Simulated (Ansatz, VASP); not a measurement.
## Two plane-wave programs on C

The input POSCAR:

```
C
1.0
    3.5602834153      0.0000000000      0.0000000000
    0.0000000000     -3.5602834153      0.0000000000
    0.0000000000      0.0000000000     -3.5602834153
C
8
Direct
    0.4935134347      0.0064865653      0.0064865653
    0.0000000000      0.5000000000      0.0000000000
    0.0000000000      0.0000000000      0.5000000000
    0.5000000000      0.5000000000      0.5000000000
    0.7500000000      0.7500000000      0.7500000000
    0.2500000000      0.2500000000      0.7500000000
    0.2500000000      0.7500000000      0.2500000000
    0.7500000000      0.2500000000      0.2500000000
```

File INCAR.step1:

```
SYSTEM = C
  PREC = Accurate
  ENCUT = 520
  ISMEAR = 0
  SIGMA = 0.05
  LREAL = .FALSE.
  LASPH = .TRUE.
  NELM = 80
  NBANDS = 26
  GGA = PE
  ALGO = Normal
  EDIFF = 1E-4
  LWAVE = .TRUE.
  LCHARG = .FALSE.
```

INCAR.step2

```
SYSTEM = C
  PREC = Accurate
  ENCUT = 520
  EDIFF = 1E-6
  ISMEAR = 0
  SIGMA = 0.05
  LREAL = .FALSE.
  LASPH = .TRUE.
  NELM = 80
  ALGO = Normal
  ISIF = 2
  LWAVE = .FALSE.
  LCHARG = .FALSE.
  METAGGA = R2SCAN
  LMIXTAU = .TRUE.
  NBANDS = 26
  ISTART = 1
```

The input KPOINTS:

```
Automatic mesh
0
G
  6 6 6
  0 0 0
```

Input for Ansatz:

```yaml
crystal:
  lattice:
    - [3.5602834153, 0.0, 0.0]
    - [0.0, -3.5602834153, 0.0]
    - [0.0, 0.0, -3.5602834153]
  atoms:
    - { symbol: C, position: [0.4935134347, 0.0064865653, 0.0064865653] }
    - { symbol: C, position: [0.0, 0.5, 0.0] }
    - { symbol: C, position: [0.0, 0.0, 0.5] }
    - { symbol: C, position: [0.5, 0.5, 0.5] }
    - { symbol: C, position: [0.75, 0.75, 0.75] }
    - { symbol: C, position: [0.25, 0.25, 0.75] }
    - { symbol: C, position: [0.25, 0.75, 0.25] }
    - { symbol: C, position: [0.75, 0.25, 0.25] }
basis:
  ecutwfc: 500
kpoints:
  mp_grid: { grid: [6, 6, 6] }
hamiltonian:
  xc: r2scan
scf:
  occupations: { method: gaussian, width: 0.05 }
output:
  forces: true
  stress: true
  eigenvalues: true
```

Alike in both runs: task single point; functional r2SCAN; k mesh 6 × 6 × 6; occupations gaussian, width 0.05 eV; no spin polarisation.

|  | VASP | Ansatz |
| --- | --- | --- |
| version | VASP 6.6.1 | Ansatz 0.2.0 |
| potentials or method | VASP PAW PBE potentials, release 64 (C), cutoff 520 eV | scalar-relativistic, plane waves, PAW |
| valence electrons in the cell | 32 | 32 |

|  | VASP | Ansatz | Ansatz less VASP |
| --- | --- | --- | --- |
| gap on the k mesh at the Fermi level (eV) | 4.16 | 4.19 | +0.030 |
| least direct gap on the mesh (eV) | 4.59 | 4.61 | +0.024 |
| pressure (GPa) | 1.3 | 0.2 | -1.12 |
| traceless stress, the component that is largest in VASP (GPa) | -0.12 | -0.09 | +0.028 |
| rms of the force components (eV/Å) | 0.406 | 0.404 | -0.0018 |

VASP's potentials were made for PBE, not for r2SCAN. Atom by atom the forces differ by 0.003 eV/Å (rms over components). With one functional, cell and mesh, what is left measures potentials, basis and numerics.
